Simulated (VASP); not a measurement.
Write the native input for VASP 6.6.1 that does the following.

- Task: single point
- Functional: PBEsol
- Potentials or basis: VASP PAW PBE potentials, release 64 (Mo_sv, S)
- Cutoff: 520 eV
- k mesh: 10 × 10 × 5
- Occupations: gaussian, width 0.05 eV
- Spin: no spin polarisation
- Dipole correction: no
- Further INCAR settings: ALGO = Normal; EDIFF = 1e-06; NBANDS = 20

The structure of MoS2 lies in POSCAR:

```
MoS2
1.0
    3.1389963960      0.0000000000      0.0000000000
   -1.5694977117      2.7184499601      0.0000000000
    0.0000000000      0.0000000000      6.1394407056
Mo S
1 2
Direct
    0.0000000000      0.0000000000      0.5000000000
    0.3333333333      0.6666666667      0.2553190000
    0.6666666667      0.3333333333      0.7446810000
```

One way to write it, as run:

INCAR

```
PREC = Accurate
ENCUT = 520
EDIFF = 1E-6
ISMEAR = 0
SIGMA = 0.05
LREAL = False
LASPH = True
NELM = 60
ALGO = Normal
ISIF = 2
LWAVE = False
LCHARG = False
GGA = PS
NBANDS = 20
```

KPOINTS

```
Automatic mesh
0
Gamma
  10 10 5
```

Potentials or basis: VASP PAW PBE potentials, release 64 (Mo_sv, S).

Run with:

```sh
$ cat potpaw_PBE.64/Mo_sv/POTCAR potpaw_PBE.64/S/POTCAR > POTCAR
$ mpirun -np 1 vasp_std > vasp.out
```

Results of the run:

- Pressure: 9.4 GPa
- Largest force: 1.498 eV/Å
- Band gap on the k mesh: zero (bands 13 and 14 overlap by 0.75 eV)

Caveat: the stress differs along the axes, from 7 to 13 GPa; the PAW data sets were made with another functional, which shifts forces and pressure a little; this functional lacks dispersion, which binds layers or chains, so the pressure and a relaxed spacing across them are unreliable.

Wall time 70 s on 1 thread of Intel Xeon 8259CL, with other jobs on the host, peak memory 0.2 GiB.
